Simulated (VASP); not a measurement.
TlCl, 2 atoms in the cell. The structure is cubic, space group Pm-3m (No. 221). The conventional cell has a = 3.731 Å, b = 3.731 Å, c = 3.731 Å, α = 90.00°, β = 90.00°, γ = 90.00°. Within 4.3 Å of Tl (site symmetry m-3m) lie 8 Cl at 3.23 Å and 6 Tl at 3.73 Å. Within 4.3 Å of Cl (site symmetry m-3m) lie 8 Tl at 3.23 Å and 6 Cl at 3.73 Å. 

| Property | Result |
| --- | --- |
| Program | VASP 6.6.1 |
| Task | elastic constants |
| Functional | PBEsol |
| Potentials or basis | VASP PAW PBE potentials, release 64 (Tl_d, Cl) |
| Cutoff | 500 eV |
| k mesh | 6 × 6 × 6 |
| Occupations | gaussian, width 0.01 eV |
| Spin | no spin polarisation |
| Dipole correction | no |
| Ions in elastic constants | relaxed |
| Further INCAR settings | ALGO = Normal; EDIFF = 1e-08; IBRION = 6; POTIM = 0.015; NSW = 1; ISIF = 3 |

Potentials or basis: VASP PAW PBE potentials, release 64 (Tl_d, Cl).

Command:

```bash
$ cat potpaw_PBE.64/Tl_d/POTCAR potpaw_PBE.64/Cl/POTCAR > POTCAR
$ mpirun -np 1 vasp_std > vasp.out
```

Hardware: 1 thread of Oxide Virtual Turin-like Processor, on a shared host.

Q: How long does it take, and how much memory?

A: It took 5 min on 1 thread of Oxide Virtual Turin-like Processor, with other jobs on the host, peak memory 0.2 GiB. Counts: scf iterations 178, k points 20.
